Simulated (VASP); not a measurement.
Crystal: Co.

```
CELL_PARAMETERS angstrom
2.48736 0.00000 0.00000
-1.24368 2.15412 0.00000
0.00000 0.00000 4.06329
ATOMIC_POSITIONS crystal
Co 0.33333 0.66667 0.74014
Co 0.66667 0.33333 0.25986
```

Base run:

```yaml
Program: VASP 6.6.1
Functional: PBEsol
Potentials_or_basis: VASP PAW PBE potentials, release 64 (Co)
Cutoff: 520 eV
k_mesh: 10 × 10 × 6
Occupations: fermi-dirac, width 0.05 eV
Spin: collinear spin, ferromagnetic start
Starting_moments: "[3.0, 3.0] μB"
Fixed_moment: 6 μB
```

Its results: pressure 34.1 GPa; site moments Co +2.86 μB; largest force 1.035 eV/Å.

Q: The run is repeated on the same cell with these changes: fixed moment from 6 μB to 4 μB; moments at the start from [3.0, 3.0] to [2.0, 2.0]. What comes out?

A: Pressure -2.3 GPa; site moments Co +1.99 μB; largest force 0.460 eV/Å.

Caveats: the PAW data sets were made with another functional, which shifts forces and pressure a little; the total moment is fixed, so each spin has its own Fermi level and the state may be an excited one; the cell stands under pressure (at least some runs).
